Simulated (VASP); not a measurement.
ZnCu, 2 atoms in the cell. Symmetry: Pm-3m, No. 221, cubic system. The conventional cell has a = 2.864 Å, b = 2.864 Å, c = 2.864 Å, α = 90.00°, β = 90.00°, γ = 90.00°. Zn (site symmetry m-3m) has 8 Cu at 2.48 Å and 6 Zn at 2.86 Å within 3.3 Å. Cu (site symmetry m-3m) has 8 Zn at 2.48 Å and 6 Cu at 2.86 Å within 3.3 Å. 

```yaml
Program: VASP 6.6.1
Task: single point
Functional: PBEsol
Potentials_or_basis: VASP PAW PBE potentials, release 64 (Zn, Cu)
Cutoff: 520 eV
k_mesh: 10 × 10 × 10
Occupations: methfessel-paxton, width 0.1 eV
Spin: no spin polarisation
Dipole_correction: no
Further_INCAR_settings: ALGO = Normal; EDIFF = 1e-06; NBANDS = 18
```

Potentials or basis: VASP PAW PBE potentials, release 64 (Zn, Cu).

The run is started by

```bash
$ cat potpaw_PBE.64/Zn/POTCAR potpaw_PBE.64/Cu/POTCAR > POTCAR
$ mpirun -np 1 vasp_std > vasp.out
```

Hardware: 1 thread of Intel(R) Xeon(R) Platinum 8375C CPU @ 2.90GHz (Ice Lake), with other jobs on the host.

Problem. How long does it take, and how much memory?

Solution. Wall time 26 s on 1 thread of Intel(R) Xeon(R) Platinum 8375C CPU @ 2.90GHz (Ice Lake), with other jobs on the host, peak memory 0.15 GiB. Counts: scf iterations 12, k points 56.
